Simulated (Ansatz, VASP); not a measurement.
# WS: VASP beside Ansatz

```
CELL_PARAMETERS angstrom
3.00789 0.00000 0.00000
0.00000 3.00789 0.00000
0.00000 0.00000 3.00789
ATOMIC_POSITIONS crystal
W 0.50000 0.50000 0.50000
S 0.00000 0.00000 0.00000
```

Alike in both runs: task single point; functional PBE-based screened hybrid; k mesh 5 × 5 × 5; occupations fermi-dirac, width 0.05 eV; no spin polarisation.

```csv
,VASP,Ansatz
version,VASP 6.6.1,Ansatz 0.2.0
potentials or method,"VASP PAW PBE potentials, release 64 (W_sv, S)",Ansatz PAW
plane-wave cutoff (eV),520,420
valence electrons in the cell,20,20
```

Ansatz gave:

```
gap on the k mesh at the Fermi level (eV) : none
pressure (GPa)                            : -14.3
```

Task: Estimate VASP's values.

Result: gap on the k mesh at the Fermi level (eV): none; pressure (GPa): -15.7.

VASP's potentials were made for PBE, not for PBE-based screened hybrid. A gap of «none» marks a metal or a gap that the smearing closes. The functional is the same, so the differences come from potentials, cutoffs and numerics.

The k mesh is coarse, so the values compare programs but aren't converged. Neither program's run includes spin-orbit coupling.
